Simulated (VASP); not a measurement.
# HgTe (Fm-3m) in VASP: further runs

The runs below take HgTe through single point, with r2SCAN.

Everything below comes from runs of VASP 6.6.1. Logs are shortened: lines on timing, memory, paths and dates and some standing lists are left out, and cuts for length are marked.

## Step 1: The cell of the first run

The structure is cubic, space group Fm-3m (No. 225). Conventional cell: a = 6.135 Å, b = 6.135 Å, c = 6.135 Å, α = 90.00°, β = 90.00°, γ = 90.00°. Within 4.0 Å of Hg (site symmetry m-3m) lie 6 Te at 3.07 Å. Within 4.0 Å of Te (site symmetry m-3m) lie 6 Hg at 3.07 Å.

## Step 2: Single point, r2SCAN

POSCAR

```
HgTe
1.0
    0.0000000000      3.0675054800      3.0675054800
    3.0675054800      0.0000000000      3.0675054800
    3.0675054800      3.0675054800      0.0000000000
Hg Te
1 1
Direct
    0.0000000000      0.0000000000      0.0000000000
    0.5000000000      0.5000000000      0.5000000000
```

INCAR.step1

```
SYSTEM = HgTe
ALGO     = Normal         ! electronic algorithm
EDIFF    = 1E-4           ! SCF threshold, eV
ENCUT    = 520            ! plane-wave cutoff, eV
GGA      = PE             ! functional
ISMEAR   = -1             ! smearing method
LASPH    = .TRUE.         ! aspherical terms in the spheres
LCHARG   = .FALSE.        ! write CHGCAR
LREAL    = .FALSE.        ! projectors in reciprocal space
LWAVE    = .TRUE.         ! write WAVECAR
NBANDS   = 16             ! bands
NELM     = 60             ! most SCF steps
PREC     = Accurate       ! precision mode
SIGMA    = 0.1            ! smearing width, eV
```

INCAR.step2

```
SYSTEM = HgTe
ALGO     = Normal         ! electronic algorithm
EDIFF    = 1E-6           ! SCF threshold, eV
ENCUT    = 520            ! plane-wave cutoff, eV
ISIF     = 2              ! what is computed and relaxed
ISMEAR   = -1             ! smearing method
ISTART   = 1            
LASPH    = .TRUE.         ! aspherical terms in the spheres
LCHARG   = .TRUE.         ! write CHGCAR
LELF     = .TRUE.         ! ELF
LMIXTAU  = .TRUE.       
LREAL    = .FALSE.        ! projectors in reciprocal space
LVHAR    = .TRUE.       
LWAVE    = .FALSE.        ! write WAVECAR
METAGGA  = R2SCAN         ! meta-GGA
NBANDS   = 16             ! bands
NELM     = 60             ! most SCF steps
PREC     = Accurate       ! precision mode
SIGMA    = 0.1            ! smearing width, eV
```

KPOINTS

```
k-points
0
G
  10 10 10
  0 0 0
```

Potentials or basis: VASP PAW PBE potentials, release 64 (Hg, Te).

The run is started by

```
$ cat potpaw_PBE.64/Hg/POTCAR potpaw_PBE.64/Te/POTCAR > POTCAR
$ cp INCAR.step1 INCAR
$ mpirun -np 1 vasp_std > vasp.out
$ cp INCAR.step2 INCAR
$ mpirun -np 1 vasp_std > vasp.out
```

OUTCAR:

```text
SYSTEM = HgTe
   EDIFF = 1E-6
   ENCUT = 520
   ISIF = 2
   ISMEAR = -1
   ISTART = 1
   LASPH = .TRUE.
   LREAL = .FALSE.
   METAGGA = R2SCAN
   NELM = 60
   PREC = Accurate

 ion  position               nearest neighbor table
   1  0.000  0.000  0.000-   2 3.07   2 3.07   2 3.07   2 3.07   2 3.07   2 3.07
   2  0.500  0.500  0.500-   1 3.07   1 3.07   1 3.07   1 3.07   1 3.07   1 3.07

  LATTYP: Found a face centered cubic cell.
 ALAT       =     6.1350109600

  Lattice vectors:

 A1 = (   0.0000000000,   3.0675054800,   3.0675054800)
 A2 = (   3.0675054800,   0.0000000000,   3.0675054800)
 A3 = (   3.0675054800,   3.0675054800,   0.0000000000)

Analysis of symmetry for initial positions (statically):
=====================================================================
 Subroutine PRICEL returns:
 Original cell was already a primitive cell.

 Routine SETGRP: Setting up the symmetry group for a
 face centered cubic supercell.

 Subroutine GETGRP returns: Found 48 space group operations
 (whereof 48 operations were pure point group operations)
 out of a pool of 48 trial point group operations.

The static configuration has the point symmetry O_h .

Analysis of symmetry for dynamics (positions and initial velocities):
=====================================================================
 Subroutine PRICEL returns:
 Original cell was already a primitive cell.

 Routine SETGRP: Setting up the symmetry group for a
 face centered cubic supercell.

 Subroutine GETGRP returns: Found 48 space group operations
 (whereof 48 operations were pure point group operations)
 out of a pool of 48 trial point group operations.

The dynamic configuration has the point symmetry O_h .

 Subroutine INISYM returns: Found 48 space group operations
 (whereof 48 operations are pure point group operations),
 and found     1 'primitive' translations

----------------------------------------------------------------------------------------

                                     Primitive cell

  volume of cell :      57.7279

  direct lattice vectors                    reciprocal lattice vectors
     0.000000000  3.067505480  3.067505480    -0.162998894  0.162998894  0.162998894
     3.067505480  0.000000000  3.067505480     0.162998894 -0.162998894  0.162998894
     3.067505480  3.067505480  0.000000000     0.162998894  0.162998894 -0.162998894

  length of vectors
     4.338107852  4.338107852  4.338107852     0.282322366  0.282322366  0.282322366

  position of ions in fractional coordinates (direct lattice)
[... 78 lines left out ...]
   NELM   =     60;   NELMIN=  2; NELMDL=  0     # of ELM steps
   EDIFF  = 0.1E-05   stopping-criterion for ELM
   LREAL  =      F    real-space projection
   EDIFFG = 0.1E-04   stopping-criterion for IOM
   NSW    =      0    number of steps for IOM
   IBRION =     -1    ionic relax: 0-MD 1-quasi-New 2-CG
   NFREE  =      0    steps in history (QN), initial steepest desc. (CG)
   ISIF   =      2    stress and relaxation
   ISYM   =      2    0-nonsym 1-usesym 2-fastsym
   POTIM  = 0.5000    time-step for ionic-motion
   TEBEG  =    0.0;   TEEND  =   0.0 temperature during run
   PSTRESS=    0.0 pullay stress
   NELECT =      18.0000    total number of electrons
   NUPDOWN=      -1.0000    fix difference up-down
   EMIN   =  10.00;   EMAX   =-10.00  energy-range for DOS
   EFERMI =   0.00;   METHOD = LEGACY
   ISMEAR =    -1;   SIGMA  =   0.10  broadening in eV -4-tet -1-fermi 0-gaus
   EFERMI_NEDOS =   21; number of points for ismear=-14 and -15
   IALGO  =     38    algorithm
   IMIX   =      4    mixing-type and parameters
     AMIX     =   0.40;   BMIX     =  1.00
     AMIX_MAG =   1.60;   BMIX_MAG =  1.00
  volume/ion in A,a.u.               =      28.86       194.78
  Fermi-wavevector in a.u.,A,eV,Ry     =   1.110121  2.097825 16.767393  1.232369
  Thomas-Fermi vector in A             =   2.246669
   LORBIT       =      0    0 simple, 1 ext, 2 COOP (PROOUT), +10 PAW based schemes
   METAGGA = R2SCAN    functional components
   LHFCALC =     F    Hartree Fock is set to
   AEXX    =    0.0000 exact exchange contribution
   IVDW    =     0    specifies the selected vdW correction
   LEPSILON=     F    determine dielectric tensor
   LRPA    =     F    only Hartree local field effects (RPA)
 non-spin polarized calculation
  energy-cutoff  :      520.00
  volume of cell :       57.73
 maximum number of plane-waves:      1588
   NGX = 17   NGY = 17   NGZ = 17

 number of electron      18.0000001 magnetization

 Free energy of the ion-electron system (eV)
  ---------------------------------------------------
  ext. energy  EPLUGINS =         0.00000000
  ---------------------------------------------------
  free energy    TOTEN  =       -74.88495838 eV

  energy without entropy =      -74.85390849  energy(sigma->0) =      -74.86943343

 E-fermi :   3.9937     XC(G=0): -10.3404

 val. band max:        3.9773463422   @ k =   0.3000   0.3000   0.0000
 cond. band min:       4.0307827137   @ k =  -0.2000   0.1000   0.0000
 fundamental gap:      0.0534363715
 Fermi energy:         3.9937069375

 k-point     1 :       0.0000    0.0000    0.0000
  band No.  band energies     occupation
      1      -8.3269      2.00000
      2      -2.9199      2.00000
      3      -2.9199      2.00000
      4      -2.8537      2.00000
      5      -2.8537      2.00000
      6      -2.8537      2.00000
[... 433 lines left out ...]
      3      -2.9176      2.00000
      4      -2.8984      2.00000
      5      -2.6840      2.00000
      6      -2.6782      2.00000
[... 8 lines left out ...]
     15      16.4933      0.00000
     16      16.6542      0.00000

 [... further k-points ...]

------------------------ aborting loop because EDIFF is reached ----------------------------------------

  FORCE on cell =-STRESS in cart. coord.  units (eV):
  Direction    XX          YY          ZZ          XY          YZ          ZX
  --------------------------------------------------------------------------------------
  -------------------------------------------------------------------------------------
  Total       -0.3342975     -0.3342975     -0.3342975     -0.0000000     -0.0000000     -0.0000000
  in kB       -9.2780695     -9.2780695     -9.2780695     -0.0000000     -0.0000000     -0.0000000
  external PRESSURE =      -9.2780695 kB  Pullay stress =       0.0000000 kB

 VOLUME and BASIS-vectors are now :
 -----------------------------------------------------------------------------
  energy-cutoff  :      520.00
  volume of cell :       57.73
      direct lattice vectors                 reciprocal lattice vectors
     0.000000000  3.067505480  3.067505480    -0.162998894  0.162998894  0.162998894
     3.067505480  0.000000000  3.067505480     0.162998894 -0.162998894  0.162998894
     3.067505480  3.067505480  0.000000000     0.162998894  0.162998894 -0.162998894

 POSITION                                       TOTAL-FORCE (eV/Angst)
 -----------------------------------------------------------------------------------
      0.00000      0.00000      0.00000        -0.000000      0.000000     -0.000000
      3.06751      3.06751      3.06751         0.000000     -0.000000      0.000000
 -----------------------------------------------------------------------------------
    total drift:                                0.000000     -0.000000     -0.000000

  FREE ENERGIE OF THE ION-ELECTRON SYSTEM (eV)
  ---------------------------------------------------
  free  energy   TOTEN  =       -74.8849583756 eV

  energy  without entropy=      -74.8539084915  energy(sigma->0) =      -74.86943343
```

OUTCAR.step1:

```text
SYSTEM = HgTe
   EDIFF = 1E-4
   ENCUT = 520
   GGA = PE
   ISMEAR = -1
   LASPH = .TRUE.
   LREAL = .FALSE.
[... 675 lines left out ...]
      0.00000      0.00000      0.00000         0.000000      0.000000      0.000000
      3.06751      3.06751      3.06751         0.000000     -0.000000     -0.000000
 -----------------------------------------------------------------------------------
    total drift:                                0.000000     -0.000000     -0.000000

  FREE ENERGIE OF THE ION-ELECTRON SYSTEM (eV)
  ---------------------------------------------------
  free  energy   TOTEN  =        -3.3730427552 eV

  energy  without entropy=       -3.3420369374  energy(sigma->0) =       -3.35753985
```

Run time: 49 s. Hardware: 1 thread of Intel Xeon 6975P-C (Granite Rapids), shared host; peak memory 0.21 GiB.

Results:

```
Free energy            : -74.8850 eV
Pressure               : -0.9 GPa
Band gap on the k mesh : zero (band 9 reaches 4.25 eV, above the bottom of band 10 at 1.72 eV)
```

Caveat: the PAW data sets were made with another functional, which shifts forces and pressure a little; spin-orbit coupling is left out, which moves the levels of the heavy elements.

## Step 3: Single point, r2SCAN

This run uses another cell than the first one, of 29.43 Å³/atom, 1.020 times its volume.

POSCAR

```
HgTe
1.0
    0.0000000000      3.0874249100      3.0874249100
    3.0874249100      0.0000000000      3.0874249100
    3.0874249100      3.0874249100      0.0000000000
Hg Te
1 1
Direct
    0.0000000000      0.0000000000      0.0000000000
    0.5000000000      0.5000000000      0.5000000000
```

INCAR.step1

```
ALGO     = Normal         # electronic algorithm
EDIFF    = 1E-4           # SCF threshold, eV
ENCUT    = 520            # plane-wave cutoff, eV
GGA      = PE             # functional
ISMEAR   = -1             # smearing method
LASPH    = True           # aspherical terms in the spheres
LCHARG   = False          # write CHGCAR
LREAL    = False          # projectors in reciprocal space
LWAVE    = True           # write WAVECAR
NBANDS   = 16             # bands
NELM     = 60             # most SCF steps
PREC     = Accurate       # precision mode
SIGMA    = 0.1            # smearing width, eV
```

INCAR.step2

```
ALGO     = Normal         # electronic algorithm
EDIFF    = 1E-6           # SCF threshold, eV
ENCUT    = 520            # plane-wave cutoff, eV
ISIF     = 2              # what is computed and relaxed
ISMEAR   = -1             # smearing method
ISTART   = 1            
LASPH    = True           # aspherical terms in the spheres
LCHARG   = False          # write CHGCAR
LMIXTAU  = True         
LREAL    = False          # projectors in reciprocal space
LWAVE    = False          # write WAVECAR
METAGGA  = R2SCAN         # meta-GGA
NBANDS   = 16             # bands
NELM     = 60             # most SCF steps
PREC     = Accurate       # precision mode
SIGMA    = 0.1            # smearing width, eV
```

KPOINTS

```
k-points
0
Gamma
  10 10 10
```

Potentials or basis: VASP PAW PBE potentials, release 64 (Hg, Te).

The run is started by

```
$ cat potpaw_PBE.64/Hg/POTCAR potpaw_PBE.64/Te/POTCAR > POTCAR
$ cp INCAR.step1 INCAR
$ mpirun -np 1 vasp_std > vasp.out
$ cp INCAR.step2 INCAR
$ mpirun -np 1 vasp_std > vasp.out
```

Run time: 47 s. Hardware: 1 thread of Intel Xeon 6975P-C (Granite Rapids), shared host; peak memory 0.21 GiB.

The run converged. Its results:

```
Free energy            : -74.8755 eV
Pressure               : -1.8 GPa
Band gap on the k mesh : zero (band 9 reaches 4.02 eV, above the bottom of band 10 at 1.58 eV)
```

Levels at points of the mesh, in eV from the Fermi level:
| k point | band 7 | band 8 | band 9 | band 10 | band 11 | band 12 |
| --- | --- | --- | --- | --- | --- | --- |
| (0.00, 0.00, 0.00) | -0.77 | -0.70 | -0.70 | -0.70 | 8.08 | 8.08 |
| (0.50, 0.00, 0.00) | -5.52 | 0.23 | 0.23 | 3.13 | 3.78 | 4.35 |
| (0.50, 0.50, 0.00) | -4.12 | -2.60 | -2.20 | -2.20 | 5.27 | 9.60 |

Caveat: the PAW data sets were made with another functional, which shifts forces and pressure a little; spin-orbit coupling is left out, which moves the levels of the heavy elements.
